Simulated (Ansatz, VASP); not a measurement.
## Two plane-wave programs on Ge3S

INCAR

```
SYSTEM = Ge3S
PREC = Accurate ; ENCUT = 600
EDIFF = 1E-6 ; ISMEAR = 0
SIGMA = 0.1 ; LREAL = .FALSE.
LASPH = .TRUE. ; NELM = 60
ALGO = Normal ; ISIF = 3
LWAVE = .FALSE. ; LCHARG = .FALSE.
GGA = PE ; IBRION = 2
NSW = 100 ; EDIFFG = -0.01
```

The input KPOINTS:

```
regular mesh
0
G
  12 12 12
  0 0 0
```

The input POSCAR:

```
Ge3S
1.0
    4.2600482336      0.0000000000      0.0000000000
    0.0000000000      4.2600482336      0.0000000000
    0.0000000000      0.0000000000      4.2600482336
Ge S
3 1
Direct
    0.0000000000      0.5000000000      0.5000000000
    0.5000000000      0.0000000000      0.5000000000
    0.5000000000      0.5000000000      0.0000000000
    0.0000000000      0.0000000000      0.0000000000
```

Input for Ansatz:

```yaml
crystal:
  lattice:
    - [4.2600482336, 0.0, 0.0]
    - [0.0, 4.2600482336, 0.0]
    - [0.0, 0.0, 4.2600482336]
  atoms:
    - { symbol: Ge, position: [0.0, 0.5, 0.5] }
    - { symbol: Ge, position: [0.5, 0.0, 0.5] }
    - { symbol: Ge, position: [0.5, 0.5, 0.0] }
    - { symbol: S, position: [0.0, 0.0, 0.0] }
basis:
  ecutwfc: 420
kpoints:
  mp_grid: { grid: [12, 12, 12] }
hamiltonian:
  xc: pbe
scf:
  occupations: { method: gaussian, width: 0.1 }
output:
  forces: true
  stress: true
  eigenvalues: true
  write_density: true
  write_potential: true
  elf: true
  volumetric_format: npy
relax:
  adjacent_minimum: "off"
  f_tol: 0.01
  max_steps: 80
  cell: { stress_tol: 0.05 }
```

Alike in both runs: task relaxation of cell and atoms; functional PBE; k mesh 12 × 12 × 12; occupations gaussian, width 0.1 eV; no spin polarisation.

```csv
,VASP,Ansatz
version,VASP 6.6.1,Ansatz 0.2.0
potentials or method,"VASP PAW PBE potentials, release 64 (Ge_d, S), cutoff 600 eV","scalar-relativistic, plane waves, PAW"
valence electrons in the cell,48,48
```

```tsv
	VASP	Ansatz	Ansatz less VASP
gap on the k mesh at the Fermi level, each at its own relaxed structure (eV)	none	none	-
relaxed volume (Å³/atom)	19.33	19.33	0.000
relaxed cell length with the largest relative difference (Å)	4.260	4.260	0.0000
```

A gap of «none» marks a metal or a gap that the smearing closes.

Noted on VASP's run: the relaxation stopped at its first step, so nothing moved.
